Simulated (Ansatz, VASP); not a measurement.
SiS2 in VASP and in Ansatz

Contents of INCAR:

```
SYSTEM = SiS2
  PREC = Accurate
  ENCUT = 500
  EDIFF = 1E-6
  ISMEAR = -1
  SIGMA = 0.02
  LREAL = .FALSE.
  LASPH = .TRUE.
  NELM = 120
  ALGO = Normal
  ISIF = 2
  LWAVE = .FALSE.
  LCHARG = .TRUE.
  GGA = PE
  LELF = .TRUE.
  LVHAR = .TRUE.
  NBANDS = 25
  GGA_COMPAT = .FALSE.
```

Contents of KPOINTS:

```
Automatic mesh
0
G
  6 6 6
  0 0 0
```

The input POSCAR:

```
SiS2
1.0
   -2.7433908125      4.8180676592      2.6108649309
    2.7433908125     -4.8180676592      2.6108649309
    2.7433908125      4.8180676592     -2.6108649309
Si S
2 4
Direct
    0.7500000000      0.7500000000      0.0000000000
    0.2500000000      0.2500000000      0.0000000000
    0.1206809273      0.2168550175      0.3375359448
    0.8793190727      0.7831449825      0.6624640552
    0.6206809273      0.2831449825      0.9038259097
    0.3793190727      0.7168550175      0.0961740903
```

Input for Ansatz:

```yaml
crystal:
  lattice:
    - [-2.7433908125, 4.8180676592, 2.6108649309]
    - [2.7433908125, -4.8180676592, 2.6108649309]
    - [2.7433908125, 4.8180676592, -2.6108649309]
  atoms:
    - { symbol: Si, position: [0.75, 0.75, 0.0] }
    - { symbol: Si, position: [0.25, 0.25, 0.0] }
    - { symbol: S, position: [0.1206809273, 0.2168550175, 0.3375359448] }
    - { symbol: S, position: [0.8793190727, 0.7831449825, 0.6624640552] }
    - { symbol: S, position: [0.6206809273, 0.2831449825, 0.9038259097] }
    - { symbol: S, position: [0.3793190727, 0.7168550175, 0.0961740903] }
kpoints:
  mp_grid: { grid: [6, 6, 6] }
  band_path:
    path:
      - [0.0, 0.0, 0.0]
      - [0.5, -0.5, 0.5]
      - [0.3310530906, -0.3310530906, 0.6689469094]
      - [-0.3310530906, 0.3310530906, 0.3310530906]
      - [0.3321356756, 0.3321356756, -0.3321356756]
      - [0.6678643244, -0.3321356756, 0.3321356756]
      - [0.0, 0.5, 0.0]
      - [0.25, 0.25, 0.25]
      - [0.5, 0.0, 0.0]
      - [0.286458, -0.286458, -0.286458]
      - [0.401042, 0.401042, -0.401042]
    npoints: 1
hamiltonian:
  xc: pbe
scf:
  occupations: { method: fermi_dirac, width: 0.02 }
  n_extra_bands: 5
output:
  forces: true
  stress: true
  eigenvalues: true
```

Change from the starting cell: uniaxial_z strain -5.5%.

Alike in both runs: task single point; functional PBE; k mesh 6 × 6 × 6; occupations fermi-dirac, width 0.02 eV; no spin polarisation.

|  | VASP | Ansatz |
| --- | --- | --- |
| version | VASP 6.6.1 | Ansatz 0.2.0 |
| potentials or method | VASP PAW PBE potentials, release 64 (Si, S) | plane waves, PAW |
| plane-wave cutoff (eV) | 500 | 420 |
| valence electrons in the cell | 32 | 32 |

```tsv
	VASP	Ansatz	Ansatz less VASP
gap on the k mesh at the Fermi level (eV)	2.72	2.70	-0.016
pressure (GPa)	5.0	5.3	+0.29
traceless stress, the component that is largest in VASP (GPa)	4.94	5.00	+0.064
rms of the force components (eV/Å)	0.090	0.115	+0.0254
```

Atom by atom the forces differ by 0.025 eV/Å (rms over components).
